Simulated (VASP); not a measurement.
**MgO: single point with PBE**

Crystal: MgO.

```
CELL_PARAMETERS angstrom
3.31529 0.00000 0.00000
-1.65764 2.87112 0.00000
0.00000 0.00000 5.12155
ATOMIC_POSITIONS crystal
Mg 0.29130 0.62766 0.00632
Mg 0.70870 0.37234 0.50632
O 0.37217 0.70271 0.39828
O 0.62783 0.29729 0.89828
```

This cell differs from its parent crystal: atoms displaced along a vibrational mode.

| Quantity | Value |
| --- | --- |
| Program | VASP 6.6.1 |
| Task | single point |
| Functional | PBE |
| Potentials or basis | VASP PAW PBE potentials, release 64 (Mg, O) |
| Cutoff | 520 eV |
| k mesh | 9 × 9 × 6 |
| Occupations | gaussian, width 0.05 eV |
| Spin | no spin polarisation |

| Item | Value |
| --- | --- |
| Pressure | -0.8 GPa |
| Largest force | 0.439 eV/Å |
| Band gap on the k mesh | 3.27 eV |

Forces in eV/Å, atoms in the order of the input:
```
Mg   0.281  0.325  0.090
Mg  -0.281 -0.325  0.090
O   -0.113 -0.224 -0.090
O    0.113  0.224 -0.090
```

Stress tensor (GPa, compression positive):
```
-0.82 -0.46  0.00
-0.46 -1.20  0.00
 0.00  0.00 -0.24
```

Levels at points of the mesh, in eV from the valence-band top:
```csv
k point,band 4,band 5,band 6,band 7,band 8,band 9,band 10,band 11,band 12,band 13
"(0.00, 0.00, 0.00)",-0.72,-0.61,-0.49,-0.27,0.00,3.27,8.21,9.89,13.74,14.49
"(0.00, 0.00, 0.50)",-1.98,-0.55,-0.55,-0.49,-0.49,5.71,5.71,12.73,12.73,14.48
```

Wall time 3.1 min on 1 thread of Intel Xeon 8259CL, on a shared host, peak memory 0.26 GiB.

Caveat: the cell differs from its parent crystal (atoms displaced along a vibrational mode); an odd mesh through Γ misses points on the zone boundary, where band edges can lie.
